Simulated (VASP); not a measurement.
# CdO (Fm-3m) in VASP: notebook

Runs on CdO. Level: r2SCAN. Tasks: single point.

All numbers are computed with VASP 6.6.1; they aren't measurements. Logs are shortened: lines on timing, memory, paths and dates and some standing lists are left out, and cuts for length are marked.

## Step 1: The cell of the first run

It takes space group Fm-3m (No. 225, cubic). The conventional cell has a = 4.706 Å, b = 4.706 Å, c = 4.706 Å, α = 90.00°, β = 90.00°, γ = 90.00°. Within 3.1 Å of Cd (site symmetry m-3m) lie 6 O at 2.35 Å. Within 3.1 Å of O (site symmetry m-3m) lie 6 Cd at 2.35 Å.

## Step 2: Single point, r2SCAN

Contents of POSCAR:

```
CdO
1.0
    0.0000000000      2.3530040397      2.3530040397
    2.3530040397      0.0000000000      2.3530040397
    2.3530040397      2.3530040397      0.0000000000
Cd O
1 1
Direct
    0.0000000000      0.0000000000      0.0000000000
    0.5000000000      0.5000000000      0.5000000000
```

Contents of INCAR.step1:

```
SYSTEM = CdO
PREC = Accurate
ENCUT = 770
ISMEAR = -1
SIGMA = 0.02
LREAL = .False.
LASPH = .True.
NELM = 120
NBANDS = 20
GGA = PE
ALGO = Normal
EDIFF = 1E-5
LWAVE = .True.
LCHARG = .False.
GGA_COMPAT = .False.
```

Contents of INCAR.step2:

```
SYSTEM = CdO
PREC = Accurate
ENCUT = 770
EDIFF = 1E-6
ISMEAR = -1
SIGMA = 0.02
LREAL = .False.
LASPH = .True.
NELM = 120
ALGO = Normal
ISIF = 2
LWAVE = .False.
LCHARG = .False.
METAGGA = R2SCAN
LMIXTAU = .True.
NBANDS = 20
ISTART = 1
GGA_COMPAT = .False.
```

Contents of KPOINTS:

```
Automatic mesh
0
Gamma
  10 10 10
  0 0 0
```

Potentials or basis: VASP PAW PBE potentials, release 64 (Cd_sv_GW, O).

Started as:

```bash
$ cat potpaw_PBE.64/Cd_sv_GW/POTCAR potpaw_PBE.64/O/POTCAR > POTCAR
$ cp INCAR.step1 INCAR
$ mpirun -np 1 vasp_std > vasp.out
$ cp INCAR.step2 INCAR
$ mpirun -np 1 vasp_std > vasp.out
```

OUTCAR:

```text
SYSTEM = CdO
   PREC = Accurate
   ENCUT = 770
   EDIFF = 1E-6
   ISMEAR = -1
   LREAL = .False.
   LASPH = .True.
   NELM = 120
   ISIF = 2
   METAGGA = R2SCAN
   ISTART = 1

 ion  position               nearest neighbor table
   1  0.000  0.000  0.000-
   2  0.500  0.500  0.500-

  LATTYP: Found a face centered cubic cell.
 ALAT       =     4.7060080794

  Lattice vectors:

 A1 = (   0.0000000000,   2.3530040397,   2.3530040397)
 A2 = (   2.3530040397,   0.0000000000,   2.3530040397)
 A3 = (   2.3530040397,   2.3530040397,   0.0000000000)

Analysis of symmetry for initial positions (statically):
=====================================================================
 Subroutine PRICEL returns:
 Original cell was already a primitive cell.

 Routine SETGRP: Setting up the symmetry group for a
 face centered cubic supercell.

 Subroutine GETGRP returns: Found 48 space group operations
 (whereof 48 operations were pure point group operations)
 out of a pool of 48 trial point group operations.

The static configuration has the point symmetry O_h .

Analysis of symmetry for dynamics (positions and initial velocities):
=====================================================================
 Subroutine PRICEL returns:
 Original cell was already a primitive cell.

 Routine SETGRP: Setting up the symmetry group for a
 face centered cubic supercell.

 Subroutine GETGRP returns: Found 48 space group operations
 (whereof 48 operations were pure point group operations)
 out of a pool of 48 trial point group operations.

The dynamic configuration has the point symmetry O_h .

 Subroutine INISYM returns: Found 48 space group operations
 (whereof 48 operations are pure point group operations),
 and found     1 'primitive' translations

----------------------------------------------------------------------------------------

                                     Primitive cell

  volume of cell :      26.0554

  direct lattice vectors                    reciprocal lattice vectors
     0.000000000  2.353004040  2.353004040    -0.212494323  0.212494323  0.212494323
[... 75 lines left out ...]
   NGXF,Y,Z  is equivalent  to a cutoff of  29.98, 29.98, 29.98 a.u.
 SYSTEM =  CdO
   PREC   = accura    normal or accurate (medium, high low for compatibility)
   ISTART =      1    job   : 0-new  1-cont  2-samecut
   ICHARG =      0    charge: 1-file 2-atom 10-const
   ISPIN  =      1    spin polarized calculation?
   LNONCOLLINEAR =      F non collinear calculations
   LSORBIT =      F    spin-orbit coupling
   LASPH  =      T    aspherical Exc in radial PAW
   ENCUT  =  770.0 eV  56.59 Ry    7.52 a.u.   7.53  7.53  7.53*2*pi/ulx,y,z
   NELM   =    120;   NELMIN=  2; NELMDL=  0     # of ELM steps
   EDIFF  = 0.1E-05   stopping-criterion for ELM
   LREAL  =      F    real-space projection
   EDIFFG = 0.1E-04   stopping-criterion for IOM
   NSW    =      0    number of steps for IOM
   IBRION =     -1    ionic relax: 0-MD 1-quasi-New 2-CG
   NFREE  =      0    steps in history (QN), initial steepest desc. (CG)
   ISIF   =      2    stress and relaxation
   ISYM   =      2    0-nonsym 1-usesym 2-fastsym
   POTIM  = 0.5000    time-step for ionic-motion
   TEBEG  =    0.0;   TEEND  =   0.0 temperature during run
   PSTRESS=    0.0 pullay stress
   NELECT =      26.0000    total number of electrons
   NUPDOWN=      -1.0000    fix difference up-down
   EMIN   =  10.00;   EMAX   =-10.00  energy-range for DOS
   EFERMI =   0.00;   METHOD = LEGACY
   ISMEAR =    -1;   SIGMA  =   0.02  broadening in eV -4-tet -1-fermi 0-gaus
   EFERMI_NEDOS =   21; number of points for ismear=-14 and -15
   IALGO  =     38    algorithm
   IMIX   =      4    mixing-type and parameters
     AMIX     =   0.40;   BMIX     =  1.00
     AMIX_MAG =   1.60;   BMIX_MAG =  1.00
  volume/ion in A,a.u.               =      13.03        87.92
  Fermi-wavevector in a.u.,A,eV,Ry     =   1.635937  3.091473 36.413140  2.676290
  Thomas-Fermi vector in A             =   2.727327
   LORBIT       =      0    0 simple, 1 ext, 2 COOP (PROOUT), +10 PAW based schemes
   METAGGA = R2SCAN    functional components
   LHFCALC =     F    Hartree Fock is set to
   AEXX    =    0.0000 exact exchange contribution
   IVDW    =     0    specifies the selected vdW correction
   LEPSILON=     F    determine dielectric tensor
   LRPA    =     F    only Hartree local field effects (RPA)
 non-spin polarized calculation
  energy-cutoff  :      770.00
  volume of cell :       26.06
 maximum number of plane-waves:      1295
   NGX = 15   NGY = 15   NGZ = 15

 number of electron      25.9999994 magnetization

 Free energy of the ion-electron system (eV)
  ---------------------------------------------------
  ext. energy  EPLUGINS =         0.00000000
  ---------------------------------------------------
  free energy    TOTEN  =       -28.67343663 eV

  energy without entropy =      -28.67336197  energy(sigma->0) =      -28.67339930

 E-fermi :   4.6733     XC(G=0): -12.5364

 val. band max:        4.5957288600   @ k =   0.5000   0.0000   0.0000
 cond. band min:       4.6967738226   @ k =   0.0000   0.0000   0.0000
 fundamental gap:      0.1010449626
 Fermi energy:         4.6733080452

 k-point     1 :       0.0000    0.0000    0.0000
  band No.  band energies     occupation
      1     -98.5783      2.00000
      2     -58.7597      2.00000
      3     -58.7597      2.00000
      4     -58.7597      2.00000
      5     -13.6503      2.00000
      6      -2.3061      2.00000
[... 541 lines left out ...]
     19      29.0434      0.00000
     20      29.1629      0.00000

 [... further k-points ...]

------------------------ aborting loop because EDIFF is reached ----------------------------------------

  FORCE on cell =-STRESS in cart. coord.  units (eV):
  Direction    XX          YY          ZZ          XY          YZ          ZX
  --------------------------------------------------------------------------------------
  -------------------------------------------------------------------------------------
  Total       -0.0636519     -0.0636519     -0.0636519     -0.0000000     -0.0000000      0.0000000
  in kB       -3.9140298     -3.9140298     -3.9140298     -0.0000000     -0.0000000      0.0000000
  external PRESSURE =      -3.9140298 kB  Pullay stress =       0.0000000 kB

 VOLUME and BASIS-vectors are now :
 -----------------------------------------------------------------------------
  energy-cutoff  :      770.00
  volume of cell :       26.06
      direct lattice vectors                 reciprocal lattice vectors
     0.000000000  2.353004040  2.353004040    -0.212494323  0.212494323  0.212494323
     2.353004040  0.000000000  2.353004040     0.212494323 -0.212494323  0.212494323
     2.353004040  2.353004040  0.000000000     0.212494323  0.212494323 -0.212494323

 POSITION                                       TOTAL-FORCE (eV/Angst)
 -----------------------------------------------------------------------------------
      0.00000      0.00000      0.00000         0.000000     -0.000000     -0.000000
      2.35300      2.35300      2.35300         0.000000      0.000000      0.000000
 -----------------------------------------------------------------------------------
    total drift:                               -0.000000      0.000000      0.000000

  FREE ENERGIE OF THE ION-ELECTRON SYSTEM (eV)
  ---------------------------------------------------
  free  energy   TOTEN  =       -28.6734366298 eV

  energy  without entropy=      -28.6733619675  energy(sigma->0) =      -28.67339930
```

Run time: 2.3 min. Hardware: 1 thread of Intel Xeon Platinum 8375C at 2.90GHz (Ice Lake), shared host; peak memory 0.21 GiB.

Results:

```yaml
Free_energy: -28.6734 eV
Pressure: -0.4 GPa
Band_gap_on_the_k_mesh: 0.10 eV (least direct gap 1.46 eV)
```

Caveat: semilocal functionals underestimate gaps, and a narrow one can read as zero; the PAW data sets were made with another functional, which shifts forces and pressure a little.

## Step 3: Single point, r2SCAN (12.25 Å³/atom)

This run uses another cell than the first one, of 12.25 Å³/atom.

Contents of POSCAR:

```
CdO
1.0
    0.0000000000      2.3049700711      2.3049700711
    2.3049700711      0.0000000000      2.3049700711
    2.3049700711      2.3049700711      0.0000000000
Cd O
1 1
Direct
    0.0000000000      0.0000000000      0.0000000000
    0.5000000000      0.5000000000      0.5000000000
```

Contents of INCAR.step1:

```
PREC     = Accurate       # precision mode
ENCUT    = 770            # plane-wave cutoff, eV
ISMEAR   = -1             # smearing method
SIGMA    = 0.02           # smearing width, eV
LREAL    = F              # projectors in reciprocal space
LASPH    = T              # aspherical terms in the spheres
NELM     = 120            # most SCF steps
NBANDS   = 20             # bands
GGA      = PE             # functional
ALGO     = Normal         # electronic algorithm
EDIFF    = 1E-5           # SCF threshold, eV
LWAVE    = T              # write WAVECAR
LCHARG   = F              # write CHGCAR
GGA_COMPAT= F
```

Contents of INCAR.step2:

```
PREC     = Accurate       # precision mode
ENCUT    = 770            # plane-wave cutoff, eV
EDIFF    = 1E-6           # SCF threshold, eV
ISMEAR   = -1             # smearing method
SIGMA    = 0.02           # smearing width, eV
LREAL    = F              # projectors in reciprocal space
LASPH    = T              # aspherical terms in the spheres
NELM     = 120            # most SCF steps
ALGO     = Normal         # electronic algorithm
ISIF     = 2              # what is computed and relaxed
LWAVE    = F              # write WAVECAR
LCHARG   = F              # write CHGCAR
METAGGA  = R2SCAN         # meta-GGA
LMIXTAU  = T            
NBANDS   = 20             # bands
ISTART   = 1            
GGA_COMPAT= F
```

Contents of KPOINTS:

```
Automatic mesh
0
Gamma
  8 8 8
```

Potentials or basis: VASP PAW PBE potentials, release 64 (Cd_sv_GW, O).

Started as:

```bash
$ cat potpaw_PBE.64/Cd_sv_GW/POTCAR potpaw_PBE.64/O/POTCAR > POTCAR
$ cp INCAR.step1 INCAR
$ mpirun -np 1 vasp_std > vasp.out
$ cp INCAR.step2 INCAR
$ mpirun -np 1 vasp_std > vasp.out
```

It took 84 s on 1 thread of AMD EPYC 7R13 (Zen 3), shared host; peak memory 0.17 GiB.

The run converged. Its results:

```
Free energy            : -28.6242 eV
Pressure               : 10.2 GPa
Band gap on the k mesh : 0.24 eV (least direct gap 1.86 eV)
```

Levels at points of the mesh, in eV from the valence-band top:
| k point | band 10 | band 11 | band 12 | band 13 | band 14 | band 15 | band 16 | band 17 |
| --- | --- | --- | --- | --- | --- | --- | --- | --- |
| (0.00, 0.00, 0.00) | -6.67 | -1.63 | -1.63 | -1.63 | 0.24 | 15.26 | 18.24 | 18.24 |
| (0.50, 0.00, 0.00) | -6.41 | -3.98 | 0.00 | 0.00 | 5.10 | 8.49 | 13.04 | 13.04 |
| (0.50, 0.50, 0.00) | -5.85 | -4.74 | -2.64 | -2.64 | 4.87 | 9.55 | 12.05 | 14.83 |

Caveat: the cell stands under pressure; semilocal functionals underestimate gaps, and a narrow one can read as zero; the PAW data sets were made with another functional, which shifts forces and pressure a little. A k mesh can miss the band edges.
